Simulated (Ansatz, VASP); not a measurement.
Two plane-wave programs on BAs

The input POSCAR:

```
BAs
1.0
    0.0000000000      2.3397414207      2.3397414207
    2.3397414207      0.0000000000      2.3397414207
    2.3397414207      2.3397414207      0.0000000000
As B
1 1
Direct
    0.7500000000      0.7500000000      0.7500000000
    0.0000000000      0.0000000000      0.0000000000
```

File INCAR.step1:

```
  PREC = Accurate
  ENCUT = 520
  EDIFF = 1E-5
  ISMEAR = -1
  SIGMA = 0.05
  LREAL = F
  LASPH = T
  NELM = 80
  ALGO = Normal
  ISIF = 2
  LWAVE = T
  LCHARG = F
  NBANDS = 11
  GGA = PE
```

Contents of INCAR.step2:

```
  PREC = Accurate
  ENCUT = 520
  EDIFF = 1E-6
  ISMEAR = -1
  SIGMA = 0.05
  LREAL = F
  LASPH = T
  NELM = 80
  ALGO = Normal
  ISIF = 2
  LWAVE = F
  LCHARG = F
  METAGGA = R2SCAN
  LHFCALC = T
  AEXX = 0.1
  LMIXTAU = T
  PRECFOCK = Normal
  NBANDS = 11
  ISTART = 1
```

The input KPOINTS:

```
Automatic mesh
0
Gamma
  5 5 5
```

The input input.yaml:

```yaml
crystal:
  lattice:
    - [0.0, 2.3397414207, 2.3397414207]
    - [2.3397414207, 0.0, 2.3397414207]
    - [2.3397414207, 2.3397414207, 0.0]
  atoms:
    - { symbol: As, position: [0.75, 0.75, 0.75] }
    - { symbol: B, position: [0.0, 0.0, 0.0] }
hamiltonian:
  xc: r2scanh
  pseudopotentials: { kind: paw }
kpoints:
  mp_grid: { grid: [5, 5, 5] }
scf:
  occupations: { method: fermi_dirac, width: 0.05 }
output:
  forces: true
  stress: true
  eigenvalues: true
```

Alike in both runs: task single point; functional r2SCANh; k mesh 5 × 5 × 5; occupations fermi-dirac, width 0.05 eV; no spin polarisation.

|  | VASP | Ansatz |
| --- | --- | --- |
| version | VASP 6.6.1 | Ansatz 0.2.0 |
| potentials or method | VASP PAW PBE potentials, release 64 (As, B) | Ansatz PAW |
| plane-wave cutoff (eV) | 520 | 500 |
| valence electrons in the cell | 8 | 18 |

|  | VASP | Ansatz | Ansatz less VASP |
| --- | --- | --- | --- |
| gap on the k mesh at the Fermi level (eV) | 1.81 | 1.80 | -0.018 |
| least direct gap on the mesh (eV) | 4.09 | 4.07 | -0.020 |
| pressure (GPa) | 10.1 | 10.0 | -0.14 |

VASP's potentials were made for PBE, not for r2SCANh. VASP's potentials hold 8 valence electrons a cell and Ansatz's 18, so a difference there can come from the potentials and not from the codes.

The k mesh is coarse, so the values compare programs but aren't converged. Noted on Ansatz's run: odd divisions of the mesh miss points on the zone boundary, where band edges often lie, so the gap on the mesh can be too wide.
